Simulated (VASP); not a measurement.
# Rh (Cmcm) in VASP: single point with PBE

Aim: the single point of Rh with PBE.

Program: VASP 6.6.1. These are calculated values, not measurements. Logs are shortened: lines on timing, memory, paths and dates and some standing lists are left out, and cuts for length are marked.

## (1) The cell of the first run

Symmetry: Cmcm, No. 63, orthorhombic system. Conventional cell: a = 2.731 Å, b = 4.730 Å, c = 4.428 Å, α = 90.00°, β = 90.00°, γ = 90.00°. Rh (site symmetry m2m) has 12 Rh at 2.46 to 2.90 Å within 3.3 Å.

## (2) Single point, PBE

Contents of INCAR:

```
SYSTEM = Rh
PREC = Accurate
ENCUT = 500
EDIFF = 1E-6
ISMEAR = 0
SIGMA = 0.1
LREAL = .False.
LASPH = .True.
NELM = 120
ALGO = Normal
ISIF = 2
LWAVE = .False.
LCHARG = .True.
GGA = PE
LELF = .True.
LVHAR = .True.
NBANDS = 22
GGA_COMPAT = .False.
```

Contents of KPOINTS:

```
Automatic mesh
0
Gamma
  6 6 4
  0 0 0
```

Contents of POSCAR:

```
Rh
1.0
    2.7309790422      0.0000000000      0.0000000000
   -1.3654895211      2.3650972278      0.0000000000
    0.0000000000      0.0000000000      4.4284890000
Rh
2
Direct
    0.6666666667      0.3333333333      0.7500000000
    0.4390372330      0.8780744659      0.2500000000
```

Potentials or basis: VASP PAW PBE potentials, release 64 (Rh_pv).

Run with:

```
cat potpaw_PBE.64/Rh_pv/POTCAR > POTCAR
mpirun -np 1 vasp_std > vasp.out
```

OUTCAR:

```text
SYSTEM = Rh
   PREC = Accurate
   ENCUT = 500
   EDIFF = 1E-6
   ISMEAR = 0
   LREAL = .False.
   LASPH = .True.
   NELM = 120
   ISIF = 2
   GGA = PE

 ion  position               nearest neighbor table
   1  0.667  0.333  0.750-   2 2.46   2 2.46   2 2.90   2 2.90   2 2.90   2 2.90
   2  0.439  0.878  0.250-   1 2.46   1 2.46   1 2.90   1 2.90   1 2.90   1 2.90

  LATTYP: Found a hexagonal cell.
 ALAT       =     2.7309790422
 C/A-ratio  =     1.6215756077

  Lattice vectors:

 A1 = (   2.7309790422,   0.0000000000,   0.0000000000)
 A2 = (  -1.3654895211,   2.3650972278,   0.0000000000)
 A3 = (   0.0000000000,   0.0000000000,   4.4284890000)

Analysis of symmetry for initial positions (statically):
=====================================================================
 Subroutine PRICEL returns:
 Original cell was already a primitive cell.

 Routine SETGRP: Setting up the symmetry group for a
 hexagonal supercell.

 Subroutine GETGRP returns: Found  8 space group operations
 (whereof  2 operations were pure point group operations)
 out of a pool of 24 trial point group operations.

The static configuration has the point symmetry C_1h.
 The point group associated with its full space group is D_2h.

Analysis of symmetry for dynamics (positions and initial velocities):
=====================================================================
 Subroutine PRICEL returns:
 Original cell was already a primitive cell.

 Routine SETGRP: Setting up the symmetry group for a
 hexagonal supercell.

 Subroutine GETGRP returns: Found  8 space group operations
 (whereof  2 operations were pure point group operations)
 out of a pool of 24 trial point group operations.

The dynamic configuration has the point symmetry C_1h.
 The point group associated with its full space group is D_2h.

 Subroutine INISYM returns: Found  8 space group operations
 (whereof  2 operations are pure point group operations),
 and found     1 'primitive' translations

----------------------------------------------------------------------------------------

                                     Primitive cell

  volume of cell :      28.6037

  direct lattice vectors                    reciprocal lattice vectors
     2.730979042  0.000000000  0.000000000     0.366169049  0.211407799  0.000000000
    -1.365489521  2.365097228  0.000000000     0.000000000  0.422815599  0.000000000
     0.000000000  0.000000000  4.428489000     0.000000000  0.000000000  0.225810655

[... 73 lines left out ...]
 SYSTEM =  Rh
   PREC   = accura    normal or accurate (medium, high low for compatibility)
   ISTART =      0    job   : 0-new  1-cont  2-samecut
   ICHARG =      2    charge: 1-file 2-atom 10-const
   ISPIN  =      1    spin polarized calculation?
   LNONCOLLINEAR =      F non collinear calculations
   LSORBIT =      F    spin-orbit coupling
   LASPH  =      T    aspherical Exc in radial PAW
   ENCUT  =  500.0 eV  36.75 Ry    6.06 a.u.   4.98  4.98  8.07*2*pi/ulx,y,z
   NELM   =    120;   NELMIN=  2; NELMDL= -5     # of ELM steps
   EDIFF  = 0.1E-05   stopping-criterion for ELM
   LREAL  =      F    real-space projection
   EDIFFG = 0.1E-04   stopping-criterion for IOM
   NSW    =      0    number of steps for IOM
   IBRION =     -1    ionic relax: 0-MD 1-quasi-New 2-CG
   NFREE  =      0    steps in history (QN), initial steepest desc. (CG)
   ISIF   =      2    stress and relaxation
   ISYM   =      2    0-nonsym 1-usesym 2-fastsym
   POTIM  = 0.5000    time-step for ionic-motion
   TEBEG  =    0.0;   TEEND  =   0.0 temperature during run
   PSTRESS=    0.0 pullay stress
   NELECT =      30.0000    total number of electrons
   NUPDOWN=      -1.0000    fix difference up-down
   EMIN   =  10.00;   EMAX   =-10.00  energy-range for DOS
   EFERMI =   0.00;   METHOD = LEGACY
   ISMEAR =     0;   SIGMA  =   0.10  broadening in eV -4-tet -1-fermi 0-gaus
   EFERMI_NEDOS =   21; number of points for ismear=-14 and -15
   IALGO  =     38    algorithm
   IMIX   =      4    mixing-type and parameters
     AMIX     =   0.40;   BMIX     =  1.00
     AMIX_MAG =   1.60;   BMIX_MAG =  1.00
  volume/ion in A,a.u.               =      14.30        96.51
  Fermi-wavevector in a.u.,A,eV,Ry     =   1.663314  3.143208 37.642066  2.766614
  Thomas-Fermi vector in A             =   2.750053
   LORBIT       =      0    0 simple, 1 ext, 2 COOP (PROOUT), +10 PAW based schemes
   GGA     = PE    functional components
   LHFCALC =     F    Hartree Fock is set to
   AEXX    =    0.0000 exact exchange contribution
   IVDW    =     0    specifies the selected vdW correction
   LEPSILON=     F    determine dielectric tensor
   LRPA    =     F    only Hartree local field effects (RPA)
 non-spin polarized calculation
 Gauss-broadening in eV      SIGMA  =   0.10
  energy-cutoff  :      500.00
  volume of cell :       28.60
 maximum number of plane-waves:       756
   NGX =  9   NGY =  9   NGZ = 17

 number of electron      30.0000009 magnetization

 Free energy of the ion-electron system (eV)
  ---------------------------------------------------
  ext. energy  EPLUGINS =         0.00000000
  ---------------------------------------------------
  free energy    TOTEN  =       -13.94473355 eV

  energy without entropy =      -13.90933233  energy(sigma->0) =      -13.92703294

 E-fermi :  11.1542     XC(G=0): -13.7547

 val. band max:       11.1500075166   @ k =   0.5000   0.0000   0.5000
 cond. band min:      11.1546724151   @ k =   0.3333   0.0000   0.0000
 fundamental gap:      0.0046648986
 Fermi energy:        11.1541930682

 k-point     1 :       0.0000    0.0000    0.0000
  band No.  band energies     occupation
      1     -35.9620      2.00000
      2     -35.1927      2.00000
      3     -35.0689      2.00000
      4     -35.0610      2.00000
      5     -35.0556      2.00000
      6     -35.0253      2.00000
[... 589 lines left out ...]
     21      23.7596      0.00000
     22      25.4003      0.00000

 [... further k-points ...]
[... 5 lines left out ...]
  --------------------------------------------------------------------------------------
  -------------------------------------------------------------------------------------
  Total       -0.6408472      1.0805575      2.2385844      0.0000000      0.0000000      0.0000000
  in kB      -35.8956780     60.5251013    125.3894875      0.0000000      0.0000000      0.0000000
  external PRESSURE =      50.0063036 kB  Pullay stress =       0.0000000 kB

 VOLUME and BASIS-vectors are now :
 -----------------------------------------------------------------------------
  energy-cutoff  :      500.00
  volume of cell :       28.60
      direct lattice vectors                 reciprocal lattice vectors
     2.730979042  0.000000000  0.000000000     0.366169049  0.211407799  0.000000000
    -1.365489521  2.365097228  0.000000000     0.000000000  0.422815599  0.000000000
     0.000000000  0.000000000  4.428489000     0.000000000  0.000000000  0.225810655

 POSITION                                       TOTAL-FORCE (eV/Angst)
 -----------------------------------------------------------------------------------
      1.36549      0.78837      3.32137         0.000000      1.629213      0.000000
      0.00000      2.07673      1.10712        -0.000000     -1.629213     -0.000000
 -----------------------------------------------------------------------------------
    total drift:                                0.000000     -0.000008     -0.000000

  FREE ENERGIE OF THE ION-ELECTRON SYSTEM (eV)
  ---------------------------------------------------
  free  energy   TOTEN  =       -13.9447335523 eV

  energy  without entropy=      -13.9093323297  energy(sigma->0) =      -13.92703294
```

Wall time 19 s (1 thread of Intel Xeon Platinum 8375C at 2.90GHz (Ice Lake), shared host); peak memory 0.14 GiB.

What came out:

- Free energy: -13.9447 eV
- Pressure: 5.0 GPa
- Largest force: 1.629 eV/Å
- Band gap on the k mesh: zero (band 15 reaches 12.14 eV, above the bottom of band 16 at 9.43 eV)

Forces in eV/Å, atoms in the order of the input:
```
Rh   0.000  1.629  0.000
Rh   0.000 -1.629  0.000
```

Caveat: the k points lie up to 0.44 Å⁻¹ apart; forces of over 1 eV/Å act on the atoms, so gaps and moduli don't describe the material at rest.
